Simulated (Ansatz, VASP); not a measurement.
# One calculation of Al, two programs

INCAR

```
PREC = Accurate
ENCUT = 520
EDIFF = 1E-6
ISMEAR = 0
SIGMA = 0.15
LREAL = False
LASPH = True
NELM = 80
ALGO = Normal
ISIF = 2
LWAVE = False
LCHARG = False
GGA = PS
NBANDS = 10
```

KPOINTS

```
Automatic mesh
0
Gamma
  18 18 10
```

Contents of POSCAR:

```
Al
1.0
    2.6502000000      0.0000000000      0.0000000000
   -1.3251000000      2.2951405251      0.0000000000
    0.0000000000      0.0000000000      4.5641000000
Al
2
Direct
    0.6666666667      0.3333333333      0.7500000000
    0.3333333333      0.6666666667      0.2500000000
```

Input for Ansatz:

```yaml
crystal:
  lattice:
    - [2.6502, 0.0, 0.0]
    - [-1.3251, 2.2951405251, 0.0]
    - [0.0, 0.0, 4.5641]
  atoms:
    - { symbol: Al, position: [0.6666666667, 0.3333333333, 0.75] }
    - { symbol: Al, position: [0.3333333333, 0.6666666667, 0.25] }
basis:
  ecutwfc: 420
kpoints:
  mp_grid: { grid: [18, 18, 10] }
hamiltonian:
  xc: pbesol
  pseudopotentials: { kind: paw, azcp: { folder: soft_1 } }
scf:
  occupations: { method: gaussian, width: 0.15 }
output:
  forces: true
  stress: true
  eigenvalues: true
```

Alike in both runs: task single point; functional PBEsol; k mesh 18 × 18 × 10; occupations gaussian, width 0.15 eV; no spin polarisation.

|  | VASP | Ansatz |
| --- | --- | --- |
| version | VASP 6.6.1 | Ansatz 0.2.0 |
| potentials or method | VASP PAW PBE potentials, release 64 (Al), cutoff 520 eV | scalar-relativistic, plane waves, PAW |
| valence electrons in the cell | 6 | 6 |

Ansatz gave:

```
gap on the k mesh at the Fermi level (eV)                     : none
pressure (GPa)                                                : 18.5
traceless stress, the component that is largest in VASP (GPa) : -4.10
```

Question: What did VASP give for the same quantities?

Answer: gap on the k mesh at the Fermi level (eV): none; pressure (GPa): 18.7; traceless stress, the component that is largest in VASP (GPa): -4.15.

VASP's potentials were made for PBE, not for PBEsol, and Ansatz warns of the same on its side. A gap of «none» marks a metal or a gap that the smearing closes.
